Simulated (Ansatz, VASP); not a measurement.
Given: the input of a run of VASP 6.6.1 on Ge.

The input INCAR:

```
  ALGO = Normal
  EDIFF = 1E-7
  EDIFFG = -0.02
  ENCUT = 500
  GGA = LIBXC
  GGA_COMPAT = False
  IBRION = 2
  ISIF = 3
  ISMEAR = -1
  LASPH = True
  LCHARG = False
  LIBXC1 = GGA_X_PBE
  LIBXC2 = LDA_C_PW
  LREAL = False
  LWAVE = False
  NELM = 120
  NELMIN = 4
  NSW = 80
  PREC = Accurate
  SIGMA = 0.1
```

Contents of KPOINTS:

```
k-points
0
Gamma
  8 8 8
```

POSCAR

```
Ge
1.0
    0.0000000000      2.8289100000      2.8289100000
    2.8289100000      0.0000000000      2.8289100000
    2.8289100000      2.8289100000      0.0000000000
Ge
2
Direct
    0.7500000000      0.7500000000      0.7500000000
    0.5000000000      0.5000000000      0.5000000000
```

Potentials or basis: VASP PAW PBE potentials, release 64 (Ge_d).

Launch:

```console
$ cat potpaw_PBE.64/Ge_d/POTCAR > POTCAR
$ mpirun -np 1 vasp_std > vasp.out
```

Set up the same calculation for Ansatz 0.2.0. Potentials there: all-electron PAW datasets made for the crystal.

As run (the cutoff follows the program's own potentials):

Contents of input.yaml:

```yaml
crystal:
  lattice:
    - [0.0, 2.82891, 2.82891]
    - [2.82891, 0.0, 2.82891]
    - [2.82891, 2.82891, 0.0]
  atoms:
    - { symbol: Ge, position: [0.75, 0.75, 0.75] }
    - { symbol: Ge, position: [0.5, 0.5, 0.5] }
kpoints:
  mp_grid: { grid: [8, 8, 8] }
scf:
  occupations: { method: fermi_dirac, width: 0.1 }
hamiltonian:
  xc: { exchange: pbe, correlation: lda }
  pseudopotentials: { kind: all_electron, datasets: crystal }
output:
  forces: true
  stress: true
relax:
  f_tol: 0.02
  max_steps: 60
  cell: {}
```

Potentials or basis: all-electron PAW datasets made for the crystal.

Launch:

```console
$ ansatz run input.yaml --threads 1 --pin off --max-ram 2560MiB --backend cpu --events-out ev --progress --plain --runs-dir out
```

Both were run:

|  | VASP | Ansatz | Ansatz less VASP |
| --- | --- | --- | --- |
| relaxed volume (Å³/atom) | 26.26 | 26.37 | +0.111 |
| relaxed cell length with the largest relative difference (Å) | 4.204 | 4.209 | +0.0059 |

VASP's potentials were made for PBE, not for pbe exchange, lda correlation. Ansatz ran all-electron here, and VASP with PAW potentials.

Noted on VASP's run: the volume moved by over 15 % at a fixed basis, so the end points are rough. Noted on Ansatz's run: the volume moved by over 15 % at a fixed basis, so the end points are rough.
